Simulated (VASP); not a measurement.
PbSe: single point with LDA

The system is PbSe.

```
Pb Se
1.0
     3.73318    0.00000    0.00000
     0.00000    3.73318    0.00000
     0.00000    0.00000    3.73318
Pb Se
1 1
Direct
  0.00000 0.00000 0.00000
  0.50000 0.50000 0.50000
```

This cell differs from its parent crystal: volume scaled by 0.96.

```yaml
Program: VASP 6.6.1
Task: single point
Functional: LDA
Potentials_or_basis: VASP PAW LDA potentials, release 64 (Pb_d, Se)
Cutoff: 520 eV
k_mesh: 7 × 7 × 7
Occupations: fermi-dirac, width 0.05 eV
Spin: no spin polarisation
Dipole_correction: no
Further_INCAR_settings: ALGO = Normal; EDIFF = 1e-06; NBANDS = 17
```

The pressure is -2.9 GPa. The band gap on the k mesh is zero (band 10 reaches 5.64 eV, above the bottom of band 11 at 5.33 eV).

Levels at points of the mesh, in eV from the Fermi level:
| k point | band 6 | band 7 | band 8 | band 9 | band 10 | band 11 | band 12 | band 13 | band 14 | band 15 |
| --- | --- | --- | --- | --- | --- | --- | --- | --- | --- | --- |
| (0.00, 0.00, 0.00) | -13.48 | -7.01 | -1.58 | -1.58 | -1.58 | 5.08 | 5.08 | 6.27 | 6.27 | 6.27 |

Run time: 24 s on 1 thread of AMD EPYC 7R13 (shared host), peak memory 0.12 GiB.

Caveat: spin-orbit coupling is left out, which moves the levels of the heavy elements.
